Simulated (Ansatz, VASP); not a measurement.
Two plane-wave programs on Zn

POSCAR

```
Zn
1.0
    0.0000000000      1.9906312808      1.9906312808
    1.9906312808      0.0000000000      1.9906312808
    1.9906312808      1.9906312808      0.0000000000
Zn
1
Direct
    0.0000000000      0.0000000000      0.0000000000
```

File INCAR.step1:

```
SYSTEM = Zn
PREC = Accurate
ENCUT = 520
ISMEAR = 1
SIGMA = 0.1
LREAL = .False.
LASPH = .True.
NELM = 100
NBANDS = 12
GGA = PE
ALGO = Normal
EDIFF = 1E-4
LWAVE = .True.
LCHARG = .False.
```

The input INCAR.step2:

```
SYSTEM = Zn
PREC = Accurate
ENCUT = 520
EDIFF = 1E-7
ISMEAR = 1
SIGMA = 0.1
LREAL = .False.
LASPH = .True.
NELM = 100
ALGO = Normal
ISIF = 2
LWAVE = .False.
LCHARG = .False.
METAGGA = R2SCAN
LMIXTAU = .True.
NBANDS = 12
ISTART = 1
```

Contents of KPOINTS:

```
Automatic mesh
0
Gamma
  10 10 10
  0 0 0
```

Input for Ansatz:

```yaml
crystal:
  lattice:
    - [0.0, 1.9906312808001927, 1.9906312808001927]
    - [1.9906312808001927, 0.0, 1.9906312808001927]
    - [1.9906312808001927, 1.9906312808001927, 0.0]
  atoms:
    - { symbol: Zn, position: [0.0, 0.0, 0.0] }
basis:
  ecutwfc: 517.016338673772
kpoints:
  mp_grid:
    grid: [10, 10, 10]
hamiltonian:
  xc: r2scan
scf:
  occupations:
    method: cold
    width: 0.1
output:
  stress: true
```

Alike in both runs: task single point; functional r2SCAN; k mesh 10 × 10 × 10; no spin polarisation.

|  | VASP | Ansatz |
| --- | --- | --- |
| version | VASP 6.6.1 | Ansatz 0.2.0 |
| potentials or method | VASP PAW PBE potentials, release 64 (Zn), cutoff 520 eV | plane waves, PAW |
| occupations | methfessel-paxton of order 1, width 0.1 eV | cold, width 0.1 eV |
| valence electrons in the cell | 12 | 12 |

Ansatz gave:

* pressure (GPa): -6.8

Task: What did VASP give for the same quantities?

Result: Pressure (GPa): -6.6.

VASP's potentials were made for PBE, not for r2SCAN.
